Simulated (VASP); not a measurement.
# Mo in VASP: a series of runs

Runs on Mo. Level: LDA. Tasks: single point.

Program: VASP 6.6.1. These are calculated values, not measurements. Logs are shortened: lines on timing, memory, paths and dates and some standing lists are left out, and cuts for length are marked.

### 1 The cell of the first run

The cell holds a slab with vacuum, 7 atoms: a = 3.115 Å, b = 3.115 Å, c = 21.345 Å, α = 90.00°, β = 90.00°, γ = 90.00°.

### 2 Single point, LDA

INCAR

```
SYSTEM = Mo
  PREC = Accurate
  ENCUT = 520
  EDIFF = 1E-6
  ISMEAR = 1
  SIGMA = 0.1
  LREAL = .FALSE.
  LASPH = .TRUE.
  NELM = 60
  ALGO = Normal
  ISIF = 2
  LWAVE = .FALSE.
  LCHARG = .FALSE.
  NBANDS = 58
```

KPOINTS

```
Automatic mesh
0
G
  16 16 1
  0 0 0
```

POSCAR

```
Mo
1.0
    3.1150000000      0.0000000000      0.0000000000
    0.0000000000      3.1150000000      0.0000000000
    0.0000000000      0.0000000000     21.3450000000
Mo
7
Direct
    0.0000000000      0.0000000000      0.2810962755
    0.5000000000      0.5000000000      0.3540641836
    0.0000000000      0.0000000000      0.4270320918
    0.5000000000      0.5000000000      0.5000000000
    0.0000000000      0.0000000000      0.5729679082
    0.5000000000      0.5000000000      0.6459358164
    0.0000000000      0.0000000000      0.7189037245
```

Potentials or basis: VASP PAW LDA potentials, release 64 (Mo_sv).

Started as:

```
> cat potpaw_LDA.64/Mo_sv/POTCAR > POTCAR
> mpirun -np 1 vasp_std > vasp.out
```

OUTCAR:

```text
SYSTEM = Mo
   PREC = Accurate
   ENCUT = 520
   EDIFF = 1E-6
   ISMEAR = 1
   LREAL = .FALSE.
   LASPH = .TRUE.
   NELM = 60
   ISIF = 2

 ion  position               nearest neighbor table
   1  0.000  0.000  0.281-   2 2.70   2 2.70   2 2.70   2 2.70   3 3.11
   2  0.500  0.500  0.354-   1 2.70   1 2.70   1 2.70   1 2.70   3 2.70   3 2.70   3 2.70   3 2.70
                             4 3.12
   3  0.000  0.000  0.427-   2 2.70   4 2.70   2 2.70   4 2.70   2 2.70   4 2.70   2 2.70   4 2.70
                             1 3.11   5 3.12
   4  0.500  0.500  0.500-   3 2.70   5 2.70   3 2.70   5 2.70   3 2.70   5 2.70   3 2.70   5 2.70
                             2 3.12   6 3.12
   5  0.000  0.000  0.573-   4 2.70   6 2.70   4 2.70   6 2.70   4 2.70   6 2.70   4 2.70   6 2.70
                             7 3.11   3 3.12
   6  0.500  0.500  0.646-   7 2.70   7 2.70   7 2.70   7 2.70   5 2.70   5 2.70   5 2.70   5 2.70
                             4 3.12
   7  0.000  0.000  0.719-   6 2.70   6 2.70   6 2.70   6 2.70   5 3.11

  LATTYP: Found a simple tetragonal cell.
 ALAT       =     3.1150000000
 C/A-ratio  =     6.8523274478

  Lattice vectors:

 A1 = (   3.1150000000,   0.0000000000,   0.0000000000)
 A2 = (   0.0000000000,   3.1150000000,   0.0000000000)
 A3 = (   0.0000000000,   0.0000000000,  21.3450000000)

Analysis of symmetry for initial positions (statically):
=====================================================================
 Subroutine PRICEL returns:
 Original cell was already a primitive cell.

 Routine SETGRP: Setting up the symmetry group for a
 simple tetragonal supercell.

 Subroutine GETGRP returns: Found 16 space group operations
 (whereof 16 operations were pure point group operations)
 out of a pool of 16 trial point group operations.

The static configuration has the point symmetry D_4h.

Analysis of symmetry for dynamics (positions and initial velocities):
=====================================================================
 Subroutine PRICEL returns:
 Original cell was already a primitive cell.

 Routine SETGRP: Setting up the symmetry group for a
 simple tetragonal supercell.

 Subroutine GETGRP returns: Found 16 space group operations
 (whereof 16 operations were pure point group operations)
 out of a pool of 16 trial point group operations.

The dynamic configuration has the point symmetry D_4h.

 Subroutine INISYM returns: Found 16 space group operations
 (whereof 16 operations are pure point group operations),
 and found     1 'primitive' translations

----------------------------------------------------------------------------------------

                                     Primitive cell

  volume of cell :     207.1153

  direct lattice vectors                    reciprocal lattice vectors
     3.115000000  0.000000000  0.000000000     0.321027287  0.000000000  0.000000000
     0.000000000  3.115000000  0.000000000     0.000000000  0.321027287  0.000000000
     0.000000000  0.000000000 21.345000000     0.000000000  0.000000000  0.046849379

  length of vectors
     3.115000000  3.115000000 21.345000000     0.321027287  0.321027287  0.046849379

  position of ions in fractional coordinates (direct lattice)
     0.000000000  0.000000000  0.281096275
     0.500000000  0.500000000  0.354064184
     0.000000000  0.000000000  0.427032092
     0.500000000  0.500000000  0.500000000
     0.000000000  0.000000000  0.572967908
     0.500000000  0.500000000  0.645935816
     0.000000000  0.000000000  0.718903725

  ion indices of the primitive-cell ions
   primitive index   ion index
                 1           1
                 2           2
                 3           3
                 4           4
                 5           5
                 6           6
                 7           7

----------------------------------------------------------------------------------------

 KPOINTS: Automatic mesh

Automatic generation of k-mesh.
 Grid dimensions read from file:
 generate k-points for:   16   16    1

 Generating k-lattice:

  Cartesian coordinates                     Fractional coordinates (reciprocal lattice)
     0.020064205  0.000000000  0.000000000     0.062500000  0.000000000  0.000000000
     0.000000000  0.020064205  0.000000000     0.000000000  0.062500000  0.000000000
     0.000000000  0.000000000  0.046849379     0.000000000  0.000000000  1.000000000

  Length of vectors
     0.020064205  0.020064205  0.046849379

  Shift w.r.t. Gamma in fractional coordinates (k-lattice)
     0.000000000  0.000000000  0.000000000

 Subroutine IBZKPT returns following result:
 ===========================================

 Found     45 irreducible k-points:

 Following reciprocal coordinates:
            Coordinates               Weight
  0.000000  0.000000  0.000000      1.000000
  0.062500  0.000000  0.000000      4.000000
  0.125000  0.000000  0.000000      4.000000
  0.187500  0.000000  0.000000      4.000000
  0.250000  0.000000  0.000000      4.000000
  0.312500  0.000000  0.000000      4.000000
[... 16 lines left out ...]
  0.437500  0.125000  0.000000      8.000000
  0.500000  0.125000  0.000000      4.000000
 [... further k-points ...]
   k-points           NKPTS =     45   k-points in BZ     NKDIM =     45   number of bands    NBANDS=     58
   number of dos      NEDOS =    301   number of ions     NIONS =      7
   total plane-waves  NPLWV =  92160
   dimension x,y,z NGX =    24 NGY =   24 NGZ =  160
   dimension x,y,z NGXF=    48 NGYF=   48 NGZF=  320
   ions per type =               7
   NGX,Y,Z   is equivalent  to a cutoff of  12.81, 12.81, 12.46 a.u.
   NGXF,Y,Z  is equivalent  to a cutoff of  25.62, 25.62, 24.92 a.u.
 SYSTEM =  Mo
   PREC   = accura    normal or accurate (medium, high low for compatibility)
   ISTART =      0    job   : 0-new  1-cont  2-samecut
   ICHARG =      2    charge: 1-file 2-atom 10-const
   ISPIN  =      1    spin polarized calculation?
   LNONCOLLINEAR =      F non collinear calculations
   LSORBIT =      F    spin-orbit coupling
   LASPH  =      T    aspherical Exc in radial PAW
   ENCUT  =  520.0 eV  38.22 Ry    6.18 a.u.   5.79  5.79 39.69*2*pi/ulx,y,z
   NELM   =     60;   NELMIN=  2; NELMDL= -5     # of ELM steps
   EDIFF  = 0.1E-05   stopping-criterion for ELM
   LREAL  =      F    real-space projection
   EDIFFG = 0.1E-04   stopping-criterion for IOM
   NSW    =      0    number of steps for IOM
   IBRION =     -1    ionic relax: 0-MD 1-quasi-New 2-CG
   NFREE  =      0    steps in history (QN), initial steepest desc. (CG)
   ISIF   =      2    stress and relaxation
   ISYM   =      2    0-nonsym 1-usesym 2-fastsym
   POTIM  = 0.5000    time-step for ionic-motion
   TEBEG  =    0.0;   TEEND  =   0.0 temperature during run
   PSTRESS=    0.0 pullay stress
   NELECT =      98.0000    total number of electrons
   NUPDOWN=      -1.0000    fix difference up-down
   EMIN   =  10.00;   EMAX   =-10.00  energy-range for DOS
   EFERMI =   0.00;   METHOD = LEGACY
   ISMEAR =     1;   SIGMA  =   0.10  broadening in eV -4-tet -1-fermi 0-gaus
   EFERMI_NEDOS =   21; number of points for ismear=-14 and -15
   IALGO  =     38    algorithm
   IMIX   =      4    mixing-type and parameters
     AMIX     =   0.40;   BMIX     =  1.00
     AMIX_MAG =   1.60;   BMIX_MAG =  1.00
  volume/ion in A,a.u.               =      29.59       199.67
  Fermi-wavevector in a.u.,A,eV,Ry     =   1.275693  2.410710 22.142014  1.627392
  Thomas-Fermi vector in A             =   2.408391
   LORBIT       =      0    0 simple, 1 ext, 2 COOP (PROOUT), +10 PAW based schemes
   GGA     = CA    functional components
   LHFCALC =     F    Hartree Fock is set to
   AEXX    =    0.0000 exact exchange contribution
   IVDW    =     0    specifies the selected vdW correction
   LEPSILON=     F    determine dielectric tensor
   LRPA    =     F    only Hartree local field effects (RPA)
 non-spin polarized calculation
 Methfessel and Paxton  Order N= 1 SIGMA  =   0.10
  energy-cutoff  :      520.00
  volume of cell :      207.12
 maximum number of plane-waves:      5636
 NGX is ok and might be reduce to    24
   NGX = 11   NGY = 11   NGZ = 79

 number of electron      97.9999990 magnetization

 Free energy of the ion-electron system (eV)
  ---------------------------------------------------
  ext. energy  EPLUGINS =         0.00000000
  ---------------------------------------------------
  free energy    TOTEN  =       -80.13651082 eV

  energy without entropy =      -80.13632408  energy(sigma->0) =      -80.13644857

 E-fermi :   4.5921     XC(G=0):  -8.2220

 val. band max:        4.5912817688   @ k =   0.0625   0.0625   0.0000
 cond. band min:       4.6028281703   @ k =   0.4375   0.0625   0.0000
 fundamental gap:      0.0115464014
 Fermi energy:         4.5920677594

 k-point     1 :       0.0000    0.0000    0.0000
  band No.  band energies     occupation
      1     -56.2771      2.00000
      2     -56.1887      2.00000
      3     -55.9965      2.00000
      4     -55.9371      2.00000
      5     -55.8119      2.00000
      6     -55.6930      2.00000
[... 50 lines left out ...]
     57       5.8759     -0.00000
     58       5.9584     -0.00000

 k-point     2 :       0.0625    0.0000    0.0000
  band No.  band energies     occupation
      1     -56.2719      2.00000
      2     -56.1850      2.00000
      3     -55.9940      2.00000
      4     -55.9365      2.00000
      5     -55.8140      2.00000
      6     -55.6946      2.00000
[... 50 lines left out ...]
     57       5.9742     -0.00000
     58       6.2495     -0.00000

 k-point     3 :       0.1250    0.0000    0.0000
  band No.  band energies     occupation
      1     -56.2569      2.00000
      2     -56.1743      2.00000
      3     -55.9868      2.00000
      4     -55.9347      2.00000
      5     -55.8207      2.00000
      6     -55.6994      2.00000
[... 1216 lines left out ...]
      3     -55.9279      2.00000
      4     -55.9266      2.00000
      5     -55.9118      2.00000
      6     -55.7398      2.00000
[... 50 lines left out ...]
     57       6.1986     -0.00000
     58       6.4602     -0.00000

 k-point    24 :       0.5000    0.1250    0.0000
  band No.  band energies     occupation
      1     -56.0806      2.00000
      2     -56.0675      2.00000
      3     -55.9332      2.00000
      4     -55.9270      2.00000
      5     -55.9127      2.00000
      6     -55.7418      2.00000
[... 50 lines left out ...]
     57       6.2307     -0.00000
     58       6.5698     -0.00000

 [... further k-points ...]

------------------------ aborting loop because EDIFF is reached ----------------------------------------

  FORCE on cell =-STRESS in cart. coord.  units (eV):
  Direction    XX          YY          ZZ          XY          YZ          ZX
  --------------------------------------------------------------------------------------
  -------------------------------------------------------------------------------------
  Total       -8.4134897     -8.4134897     -5.8538379      0.0000000      0.0000000      0.0000000
  in kB      -65.0840377    -65.0840377    -45.2833983      0.0000000      0.0000000      0.0000000
  external PRESSURE =     -58.4838245 kB  Pullay stress =       0.0000000 kB

 VOLUME and BASIS-vectors are now :
 -----------------------------------------------------------------------------
  energy-cutoff  :      520.00
  volume of cell :      207.12
      direct lattice vectors                 reciprocal lattice vectors
     3.115000000  0.000000000  0.000000000     0.321027287  0.000000000  0.000000000
     0.000000000  3.115000000  0.000000000     0.000000000  0.321027287  0.000000000
     0.000000000  0.000000000 21.345000000     0.000000000  0.000000000  0.046849379

 POSITION                                       TOTAL-FORCE (eV/Angst)
 -----------------------------------------------------------------------------------
      0.00000      0.00000      6.00000         0.000000     -0.000000      1.599235
      1.55750      1.55750      7.55750         0.000000     -0.000000     -1.342432
      0.00000      0.00000      9.11500         0.000000      0.000000     -0.249231
      1.55750      1.55750     10.67250         0.000000      0.000000     -0.000000
      0.00000      0.00000     12.23000         0.000000      0.000000      0.249231
      1.55750      1.55750     13.78750         0.000000      0.000000      1.342432
      0.00000      0.00000     15.34500        -0.000000      0.000000     -1.599235
 -----------------------------------------------------------------------------------
    total drift:                                0.000000     -0.000000     -0.000000

  FREE ENERGIE OF THE ION-ELECTRON SYSTEM (eV)
  ---------------------------------------------------
  free  energy   TOTEN  =       -80.1365108160 eV

  energy  without entropy=      -80.1363240792  energy(sigma->0) =      -80.13644857
```

It took 5.3 min on 1 thread of Intel Xeon 6975P-C (Granite Rapids), shared host; peak memory 0.48 GiB.

Results:

```yaml
Free_energy: -80.1365 eV
Largest_force: 1.599 eV/Å
Band_gap_on_the_k_mesh: zero (band 49 reaches 6.23 eV, above the bottom of band 50 at 4.26 eV)
```

Forces in eV/Å, atoms in the order of the input:
```
Mo   0.000  0.000  1.599
Mo   0.000  0.000 -1.342
Mo   0.000  0.000 -0.249
Mo   0.000  0.000  0.000
Mo   0.000  0.000  0.249
Mo   0.000  0.000  1.342
Mo   0.000  0.000 -1.599
```

### 3 Single point, LDA

INCAR

```
SYSTEM = Mo
ALGO = Normal
EDIFF = 1E-6
ENCUT = 520
GGA = CA
ISIF = 2
ISMEAR = 1
LASPH = .TRUE.
LCHARG = .FALSE.
LREAL = .FALSE.
LWAVE = .FALSE.
NBANDS = 58
NELM = 100
PREC = Accurate
SIGMA = 0.1
```

KPOINTS

```
k-points
0
G
  16 16 1
  0 0 0
```

POSCAR

```
Mo
1.0
    3.1150000000      0.0000000000      0.0000000000
    0.0000000000      3.1150000000      0.0000000000
    0.0000000000      0.0000000000     21.3450000000
Mo
7
Direct
    0.0000000000      0.0000000000      0.2890292171
    0.5000000000      0.5000000000      0.3532194753
    0.0000000000      0.0000000000      0.4272596994
    0.5000000000      0.5000000000      0.5000000000
    0.0000000000      0.0000000000      0.5727403006
    0.5000000000      0.5000000000      0.6467805247
    0.0000000000      0.0000000000      0.7109707829
```

Potentials or basis: VASP PAW LDA potentials, release 64 (Mo_sv).

Started as:

```
> cat potpaw_LDA.64/Mo_sv/POTCAR > POTCAR
> mpirun -np 1 vasp_std > vasp.out
```

OUTCAR:

```text
SYSTEM = Mo
   EDIFF = 1E-6
   ENCUT = 520
   GGA = CA
   ISIF = 2
   ISMEAR = 1
   LASPH = .TRUE.
   LREAL = .FALSE.
   NELM = 100
   PREC = Accurate

 ion  position               nearest neighbor table
   1  0.000  0.000  0.289-   2 2.59   2 2.59   2 2.59   2 2.59   3 2.95
   2  0.500  0.500  0.353-   1 2.59   1 2.59   1 2.59   1 2.59   3 2.71   3 2.71   3 2.71   3 2.71
                             4 3.13
   3  0.000  0.000  0.427-   4 2.69   4 2.69   4 2.69   4 2.69   2 2.71   2 2.71   2 2.71   2 2.71
                             1 2.95   5 3.11
   4  0.500  0.500  0.500-   3 2.69   5 2.69   3 2.69   5 2.69   3 2.69   5 2.69   3 2.69   5 2.69
                             2 3.13   6 3.13
   5  0.000  0.000  0.573-   4 2.69   4 2.69   4 2.69   4 2.69   6 2.71   6 2.71   6 2.71   6 2.71
                             7 2.95   3 3.11
   6  0.500  0.500  0.647-   7 2.59   7 2.59   7 2.59   7 2.59   5 2.71   5 2.71   5 2.71   5 2.71
                             4 3.13
   7  0.000  0.000  0.711-   6 2.59   6 2.59   6 2.59   6 2.59   5 2.95

  LATTYP: Found a simple tetragonal cell.
 ALAT       =     3.1150000000
 C/A-ratio  =     6.8523274478

  Lattice vectors:

 A1 = (   3.1150000000,   0.0000000000,   0.0000000000)
 A2 = (   0.0000000000,   3.1150000000,   0.0000000000)
 A3 = (   0.0000000000,   0.0000000000,  21.3450000000)

Analysis of symmetry for initial positions (statically):
=====================================================================
 Subroutine PRICEL returns:
 Original cell was already a primitive cell.

 Routine SETGRP: Setting up the symmetry group for a
 simple tetragonal supercell.

 Subroutine GETGRP returns: Found 16 space group operations
 (whereof 16 operations were pure point group operations)
 out of a pool of 16 trial point group operations.

The static configuration has the point symmetry D_4h.

Analysis of symmetry for dynamics (positions and initial velocities):
[... 145 lines left out ...]
   LORBIT       =      0    0 simple, 1 ext, 2 COOP (PROOUT), +10 PAW based schemes
   GGA     = CA    functional components
   LHFCALC =     F    Hartree Fock is set to
   AEXX    =    0.0000 exact exchange contribution
   IVDW    =     0    specifies the selected vdW correction
   LEPSILON=     F    determine dielectric tensor
   LRPA    =     F    only Hartree local field effects (RPA)
 non-spin polarized calculation
 Methfessel and Paxton  Order N= 1 SIGMA  =   0.10
  energy-cutoff  :      520.00
  volume of cell :      207.12
 maximum number of plane-waves:      5636
 NGX is ok and might be reduce to    24
   NGX = 11   NGY = 11   NGZ = 79

 number of electron      97.9999988 magnetization

 Free energy of the ion-electron system (eV)
  ---------------------------------------------------
  ext. energy  EPLUGINS =         0.00000000
  ---------------------------------------------------
  free energy    TOTEN  =       -80.43870319 eV

  energy without entropy =      -80.43166108  energy(sigma->0) =      -80.43635582

 E-fermi :   4.5802     XC(G=0):  -8.0874

 val. band max:        4.5799662027   @ k =   0.1250   0.0000   0.0000
 cond. band min:       4.5834118729   @ k =   0.3750   0.3125   0.0000
 fundamental gap:      0.0034456702
 Fermi energy:         4.5801987371

 k-point     1 :       0.0000    0.0000    0.0000
  band No.  band energies     occupation
      1     -56.2590      2.00000
      2     -56.1815      2.00000
      3     -56.0055      2.00000
      4     -55.9487      2.00000
      5     -55.7727      2.00000
      6     -55.5654      2.00000
[... 1453 lines left out ...]
     57       6.5122     -0.00000
     58       6.8770      0.00000

 [... further k-points ...]

------------------------ aborting loop because EDIFF is reached ----------------------------------------

  FORCE on cell =-STRESS in cart. coord.  units (eV):
  Direction    XX          YY          ZZ          XY          YZ          ZX
  --------------------------------------------------------------------------------------
  -------------------------------------------------------------------------------------
  Total       -3.2387110     -3.2387110      0.6836201      0.0000000      0.0000000     -0.0000000
  in kB      -25.0536220    -25.0536220      5.2882639      0.0000000      0.0000000     -0.0000000
  external PRESSURE =     -14.9396600 kB  Pullay stress =       0.0000000 kB

 VOLUME and BASIS-vectors are now :
 -----------------------------------------------------------------------------
  energy-cutoff  :      520.00
  volume of cell :      207.12
      direct lattice vectors                 reciprocal lattice vectors
     3.115000000  0.000000000  0.000000000     0.321027287  0.000000000  0.000000000
     0.000000000  3.115000000  0.000000000     0.000000000  0.321027287  0.000000000
     0.000000000  0.000000000 21.345000000     0.000000000  0.000000000  0.046849379

 POSITION                                       TOTAL-FORCE (eV/Angst)
 -----------------------------------------------------------------------------------
      0.00000      0.00000      6.16933         0.000000     -0.000000     -0.089533
      1.55750      1.55750      7.53947         0.000000      0.000000      0.013944
      0.00000      0.00000      9.11986         0.000000     -0.000000     -0.002903
      1.55750      1.55750     10.67250         0.000000     -0.000000      0.000000
      0.00000      0.00000     12.22514         0.000000     -0.000000      0.002903
      1.55750      1.55750     13.80553         0.000000      0.000000     -0.013944
      0.00000      0.00000     15.17567        -0.000000     -0.000000      0.089533
 -----------------------------------------------------------------------------------
    total drift:                                0.000000     -0.000000     -0.000000

  FREE ENERGIE OF THE ION-ELECTRON SYSTEM (eV)
  ---------------------------------------------------
  free  energy   TOTEN  =       -80.4387031891 eV

  energy  without entropy=      -80.4316610809  energy(sigma->0) =      -80.43635582
```

It took 6.4 min on 1 thread of Intel Xeon 6975P-C (Granite Rapids), shared host; peak memory 0.47 GiB.

Results:

```
Free energy            : -80.4387 eV
Largest force          : 0.090 eV/Å
Band gap on the k mesh : zero (band 49 reaches 6.09 eV, above the bottom of band 50 at 4.26 eV)
```

Forces in eV/Å, atoms in the order of the input:
```
Mo   0.000  0.000 -0.090
Mo   0.000  0.000  0.014
Mo   0.000  0.000 -0.003
Mo   0.000  0.000  0.000
Mo   0.000  0.000  0.003
Mo   0.000  0.000 -0.014
Mo   0.000  0.000  0.090
```
